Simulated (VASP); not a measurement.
Here is a VASP 6.6.1 calculation.

INCAR

```
SYSTEM = CoSi2
PREC = Accurate
ENCUT = 520
EDIFF = 1E-6
ISMEAR = 0
SIGMA = 0.15
LREAL = .FALSE.
LASPH = .TRUE.
NELM = 150
ALGO = Normal
ISIF = 2
LWAVE = .FALSE.
LCHARG = .FALSE.
ISPIN = 2
MAGMOM = 0.825 0 0
LORBIT = 11
NUPDOWN = 0.825
LMAXMIX = 4
GGA = PE
NBANDS = 20
```

The input KPOINTS:

```
Automatic mesh
0
G
  14 14 14
  0 0 0
```

POSCAR

```
CoSi2
1.0
    0.0000000000      2.6066888915      2.6066888915
    2.6066888915      0.0000000000      2.6066888915
    2.6066888915      2.6066888915      0.0000000000
Co Si
1 2
Direct
    0.0000000000      0.0000000000      0.0000000000
    0.2500000000      0.2500000000      0.2500000000
    0.7500000000      0.7500000000      0.7500000000
```

Potentials or basis: VASP PAW PBE potentials, release 64 (Co, Si).

The run is started by

```sh
$ cat potpaw_PBE.64/Co/POTCAR potpaw_PBE.64/Si/POTCAR > POTCAR
$ mpirun -np 1 vasp_std > vasp.out
```

Predict the pressure.

20.0 GPa.

Caveat: the cell stands under pressure; the total moment is fixed, so each spin has its own Fermi level.
